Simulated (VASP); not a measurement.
# SnSe3 (Pm-3m) in VASP: notebook, part 2 of 3

VASP 6.6.1. Earlier steps stand in the parts before.

### Step 3. Single point, PBE

This run uses another cell than the first one, of 23.16 Å³/atom, 0.911 times its volume.

Input file INCAR:

```
SYSTEM = SnSe3
PREC = Accurate ; ENCUT = 520
EDIFF = 1E-7 ; ISMEAR = 0
SIGMA = 0.1 ; LREAL = .False.
LASPH = .True. ; NELM = 60
ALGO = Normal ; ISIF = 2
LWAVE = .False. ; LCHARG = .True.
GGA = PE ; LELF = .True.
LVHAR = .True. ; NBANDS = 24
```

Input file KPOINTS:

```
regular mesh
0
Gamma
  10 10 10
  0 0 0
```

Input file POSCAR:

```
SnSe3
1.0
    4.5247099034      0.0000000000      0.0000000000
    0.0000000000      4.5247099034      0.0000000000
    0.0000000000      0.0000000000      4.5247099034
Sn Se
1 3
Direct
    0.0000000000      0.0000000000      0.0000000000
    0.0000000000      0.5000000000      0.5000000000
    0.5000000000      0.0000000000      0.5000000000
    0.5000000000      0.5000000000      0.0000000000
```

Potentials or basis: VASP PAW PBE potentials, release 64 (Sn_d, Se).

Started as:

```sh
cat potpaw_PBE.64/Sn_d/POTCAR potpaw_PBE.64/Se/POTCAR > POTCAR
mpirun -np 1 vasp_std > vasp.out
```

OUTCAR:

```text
SYSTEM = SnSe3
   PREC = Accurate
   ENCUT = 520
   EDIFF = 1E-7
   ISMEAR = 0
   LREAL = .False.
   LASPH = .True.
   NELM = 60
   ISIF = 2
   GGA = PE

 ion  position               nearest neighbor table
   1  0.000  0.000  0.000-   2 3.20   3 3.20   4 3.20   2 3.20   3 3.20   2 3.20   4 3.20   2 3.20
                             3 3.20   4 3.20   3 3.20   4 3.20
   2  0.000  0.500  0.500-   1 3.20   1 3.20   1 3.20   1 3.20
   3  0.500  0.000  0.500-   1 3.20   1 3.20   1 3.20   1 3.20
   4  0.500  0.500  0.000-   1 3.20   1 3.20   1 3.20   1 3.20

  LATTYP: Found a simple cubic cell.
 ALAT       =     4.5247099034

  Lattice vectors:

 A1 = (   4.5247099034,   0.0000000000,   0.0000000000)
 A2 = (   0.0000000000,   4.5247099034,   0.0000000000)
 A3 = (   0.0000000000,   0.0000000000,   4.5247099034)

Analysis of symmetry for initial positions (statically):
=====================================================================
 Subroutine PRICEL returns:
 Original cell was already a primitive cell.

 Routine SETGRP: Setting up the symmetry group for a
 simple cubic supercell.

 Subroutine GETGRP returns: Found 48 space group operations
 (whereof 48 operations were pure point group operations)
 out of a pool of 48 trial point group operations.

The static configuration has the point symmetry O_h .

Analysis of symmetry for dynamics (positions and initial velocities):
=====================================================================
 Subroutine PRICEL returns:
 Original cell was already a primitive cell.

 Routine SETGRP: Setting up the symmetry group for a
 simple cubic supercell.

 Subroutine GETGRP returns: Found 48 space group operations
 (whereof 48 operations were pure point group operations)
 out of a pool of 48 trial point group operations.

The dynamic configuration has the point symmetry O_h .

 Subroutine INISYM returns: Found 48 space group operations
 (whereof 48 operations are pure point group operations),
 and found     1 'primitive' translations

----------------------------------------------------------------------------------------

                                     Primitive cell

  volume of cell :      92.6344

  direct lattice vectors                    reciprocal lattice vectors
     4.524709903  0.000000000  0.000000000     0.221008644  0.000000000  0.000000000
     0.000000000  4.524709903  0.000000000     0.000000000  0.221008644  0.000000000
     0.000000000  0.000000000  4.524709903     0.000000000  0.000000000  0.221008644

  length of vectors
     4.524709903  4.524709903  4.524709903     0.221008644  0.221008644  0.221008644

  position of ions in fractional coordinates (direct lattice)
     0.000000000  0.000000000  0.000000000
     0.000000000  0.500000000  0.500000000
     0.500000000  0.000000000  0.500000000
     0.500000000  0.500000000  0.000000000

  ion indices of the primitive-cell ions
   primitive index   ion index
                 1           1
                 2           2
                 3           3
                 4           4

----------------------------------------------------------------------------------------

 KPOINTS: regular mesh

Automatic generation of k-mesh.
 Grid dimensions read from file:
 generate k-points for:   10   10   10

 Generating k-lattice:

  Cartesian coordinates                     Fractional coordinates (reciprocal lattice)
     0.022100864  0.000000000  0.000000000     0.100000000  0.000000000  0.000000000
     0.000000000  0.022100864  0.000000000     0.000000000  0.100000000  0.000000000
     0.000000000  0.000000000  0.022100864     0.000000000  0.000000000  0.100000000

  Length of vectors
     0.022100864  0.022100864  0.022100864

  Shift w.r.t. Gamma in fractional coordinates (k-lattice)
     0.000000000  0.000000000  0.000000000

 Subroutine IBZKPT returns following result:
 ===========================================

 Found     56 irreducible k-points:

 Following reciprocal coordinates:
            Coordinates               Weight
  0.000000  0.000000  0.000000      1.000000
  0.100000  0.000000  0.000000      6.000000
  0.200000  0.000000  0.000000      6.000000
  0.300000  0.000000  0.000000      6.000000
  0.400000  0.000000  0.000000      6.000000
  0.500000  0.000000  0.000000      3.000000
[... 16 lines left out ...]
  0.200000  0.100000  0.100000     24.000000
  0.300000  0.100000  0.100000     24.000000
 [... further k-points ...]
   k-points           NKPTS =     56   k-points in BZ     NKDIM =     56   number of bands    NBANDS=     24
   number of dos      NEDOS =    301   number of ions     NIONS =      4
   total plane-waves  NPLWV =  46656
   dimension x,y,z NGX =    36 NGY =   36 NGZ =   36
   dimension x,y,z NGXF=    72 NGYF=   72 NGZF=   72
   ions per type =               1   3
   NGX,Y,Z   is equivalent  to a cutoff of  13.23, 13.23, 13.23 a.u.
   NGXF,Y,Z  is equivalent  to a cutoff of  26.45, 26.45, 26.45 a.u.
 SYSTEM =  SnSe3
   PREC   = accura    normal or accurate (medium, high low for compatibility)
   ISTART =      0    job   : 0-new  1-cont  2-samecut
   ICHARG =      2    charge: 1-file 2-atom 10-const
   ISPIN  =      1    spin polarized calculation?
   LNONCOLLINEAR =      F non collinear calculations
   LSORBIT =      F    spin-orbit coupling
   LASPH  =      T    aspherical Exc in radial PAW
   ENCUT  =  520.0 eV  38.22 Ry    6.18 a.u.   8.41  8.41  8.41*2*pi/ulx,y,z
   NELM   =     60;   NELMIN=  2; NELMDL= -5     # of ELM steps
   EDIFF  = 0.1E-06   stopping-criterion for ELM
   LREAL  =      F    real-space projection
   EDIFFG = 0.1E-05   stopping-criterion for IOM
   NSW    =      0    number of steps for IOM
   IBRION =     -1    ionic relax: 0-MD 1-quasi-New 2-CG
   NFREE  =      0    steps in history (QN), initial steepest desc. (CG)
   ISIF   =      2    stress and relaxation
   ISYM   =      2    0-nonsym 1-usesym 2-fastsym
   POTIM  = 0.5000    time-step for ionic-motion
   TEBEG  =    0.0;   TEEND  =   0.0 temperature during run
   PSTRESS=    0.0 pullay stress
   NELECT =      32.0000    total number of electrons
   NUPDOWN=      -1.0000    fix difference up-down
   EMIN   =  10.00;   EMAX   =-10.00  energy-range for DOS
   EFERMI =   0.00;   METHOD = LEGACY
   ISMEAR =     0;   SIGMA  =   0.10  broadening in eV -4-tet -1-fermi 0-gaus
   EFERMI_NEDOS =   21; number of points for ismear=-14 and -15
   IALGO  =     38    algorithm
   IMIX   =      4    mixing-type and parameters
     AMIX     =   0.40;   BMIX     =  1.00
     AMIX_MAG =   1.60;   BMIX_MAG =  1.00
  volume/ion in A,a.u.               =      23.16       156.28
  Fermi-wavevector in a.u.,A,eV,Ry     =   1.148684  2.170699 17.952561  1.319476
  Thomas-Fermi vector in A             =   2.285358
   LORBIT       =      0    0 simple, 1 ext, 2 COOP (PROOUT), +10 PAW based schemes
   GGA     = PE    functional components
   LHFCALC =     F    Hartree Fock is set to
   AEXX    =    0.0000 exact exchange contribution
   IVDW    =     0    specifies the selected vdW correction
   LEPSILON=     F    determine dielectric tensor
   LRPA    =     F    only Hartree local field effects (RPA)
 non-spin polarized calculation
 Gauss-broadening in eV      SIGMA  =   0.10
  energy-cutoff  :      520.00
  volume of cell :       92.63
 maximum number of plane-waves:      2517
 NGX is ok and might be reduce to    36
   NGX = 17   NGY = 17   NGZ = 17

 number of electron      32.0000002 magnetization

 Free energy of the ion-electron system (eV)
  ---------------------------------------------------
  ext. energy  EPLUGINS =         0.00000000
  ---------------------------------------------------
  free energy    TOTEN  =       -13.00838956 eV

  energy without entropy =      -12.99013160  energy(sigma->0) =      -12.99926058

 E-fermi :   5.6250     XC(G=0): -10.2618

 val. band max:        5.6238835876   @ k =   0.5000   0.1000   0.0000
 cond. band min:       5.6283104371   @ k =   0.3000   0.1000   0.0000
 fundamental gap:      0.0044268496
 Fermi energy:         5.6249713804

 k-point     1 :       0.0000    0.0000    0.0000
  band No.  band energies     occupation
      1     -15.9438      2.00000
      2     -15.9438      2.00000
      3     -15.9352      2.00000
      4     -15.9352      2.00000
      5     -15.9352      2.00000
      6      -9.1979      2.00000
[... 637 lines left out ...]
     23      12.4633      0.00000
     24      13.2368      0.00000

 [... further k-points ...]

------------------------ aborting loop because EDIFF is reached ----------------------------------------

  FORCE on cell =-STRESS in cart. coord.  units (eV):
  Direction    XX          YY          ZZ          XY          YZ          ZX
  --------------------------------------------------------------------------------------
  -------------------------------------------------------------------------------------
  Total        0.0000357      0.0000357      0.0000357     -0.0000000      0.0000000      0.0000000
  in kB        0.0006174      0.0006174      0.0006174     -0.0000000      0.0000000      0.0000000
  external PRESSURE =       0.0006174 kB  Pullay stress =       0.0000000 kB

 VOLUME and BASIS-vectors are now :
 -----------------------------------------------------------------------------
  energy-cutoff  :      520.00
  volume of cell :       92.63
      direct lattice vectors                 reciprocal lattice vectors
     4.524709903  0.000000000  0.000000000     0.221008644  0.000000000  0.000000000
     0.000000000  4.524709903  0.000000000     0.000000000  0.221008644  0.000000000
     0.000000000  0.000000000  4.524709903     0.000000000  0.000000000  0.221008644

 POSITION                                       TOTAL-FORCE (eV/Angst)
 -----------------------------------------------------------------------------------
      0.00000      0.00000      0.00000         0.000000      0.000000      0.000000
      0.00000      2.26235      2.26235         0.000000      0.000000      0.000000
      2.26235      0.00000      2.26235         0.000000      0.000000      0.000000
      2.26235      2.26235      0.00000         0.000000      0.000000      0.000000
 -----------------------------------------------------------------------------------
    total drift:                                0.000000      0.000000      0.000000

  FREE ENERGIE OF THE ION-ELECTRON SYSTEM (eV)
  ---------------------------------------------------
  free  energy   TOTEN  =       -13.0083895624 eV

  energy  without entropy=      -12.9901316005  energy(sigma->0) =      -12.99926058
```

OSZICAR:

```text
N       E                     dE             d eps       ncg     rms          rms(c)
DAV:   1     0.253755389153E+03    0.25376E+03   -0.13969E+04  2736   0.147E+03
DAV:   2     0.165543545250E+02   -0.23720E+03   -0.22351E+03  2792   0.395E+02
DAV:   3    -0.120773623648E+02   -0.28632E+02   -0.27122E+02  3344   0.114E+02
DAV:   4    -0.130959028888E+02   -0.10185E+01   -0.10109E+01  3184   0.226E+01
DAV:   5    -0.131197303400E+02   -0.23827E-01   -0.23825E-01  3696   0.372E+00    0.448E+00
DAV:   6    -0.130257322527E+02    0.93998E-01   -0.86608E-02  3336   0.277E+00    0.269E+00
DAV:   7    -0.130090030713E+02    0.16729E-01   -0.70790E-02  3448   0.172E+00    0.474E-01
DAV:   8    -0.130083386155E+02    0.66446E-03   -0.11570E-02  3304   0.976E-01    0.978E-02
DAV:   9    -0.130083826985E+02   -0.44083E-04   -0.63693E-04  3368   0.236E-01    0.416E-02
DAV:  10    -0.130083877657E+02   -0.50672E-05   -0.81869E-05  3320   0.676E-02    0.156E-02
DAV:  11    -0.130083907509E+02   -0.29852E-05   -0.15877E-05  3704   0.370E-02    0.427E-03
DAV:  12    -0.130083897655E+02    0.98536E-06   -0.19896E-06  3320   0.129E-02    0.183E-03
DAV:  13    -0.130083896243E+02    0.14122E-06   -0.17680E-07  2704   0.225E-03    0.597E-04
DAV:  14    -0.130083895624E+02    0.61914E-07   -0.10136E-08  1896   0.968E-04
   1 F= -.13008390E+02 E0= -.12999261E+02  d E =-.182580E-01
```

stdout:

```text
POSCAR found type information on POSCAR SnSe
 POSCAR found :  2 types and       4 ions
 scaLAPACK will be used
 LDA part: xc-table for (Slater+PW92), standard interpolation
 POSCAR, INCAR and KPOINTS ok, starting setup
 FFT: planning ... GRIDC
 FFT: planning ... GRID_SOFT
 FFT: planning ... GRID
 WAVECAR not read
 entering main loop
```

Run time: 1.8 min. Hardware: 1 thread of Intel Xeon Platinum 8375C at 2.90GHz (Ice Lake), shared host; peak memory 0.28 GiB.

What came out:

```yaml
Free_energy: -13.0084 eV
Pressure: 0.0 GPa
Band_gap_on_the_k_mesh: zero (band 16 reaches 6.76 eV, above the bottom of band 17 at 5.19 eV)
```

Levels at points of the mesh, in eV from the Fermi level:
| k point | band 12 | band 13 | band 14 | band 15 | band 16 | band 17 | band 18 | band 19 | band 20 | band 21 |
| --- | --- | --- | --- | --- | --- | --- | --- | --- | --- | --- |
| (0.00, 0.00, 0.00) | -4.99 | -1.04 | -1.04 | -1.04 | 0.36 | 0.36 | 0.36 | 4.85 | 4.85 | 5.09 |
| (0.50, 0.00, 0.00) | -3.02 | -3.02 | -2.10 | -1.82 | 0.04 | 0.38 | 0.38 | 0.88 | 3.17 | 3.17 |
| (0.50, 0.50, 0.00) | -3.23 | -2.20 | -2.20 | -2.15 | -1.74 | 0.69 | 1.09 | 1.15 | 4.13 | 4.13 |
| (0.50, 0.50, 0.50) | -5.72 | -5.72 | 1.13 | 1.13 | 1.13 | 1.27 | 1.27 | 5.35 | 5.35 | 5.35 |

Caveat: spin-orbit coupling is left out, which moves the levels of the heavy elements.

(Continued in part 3 of 3.)
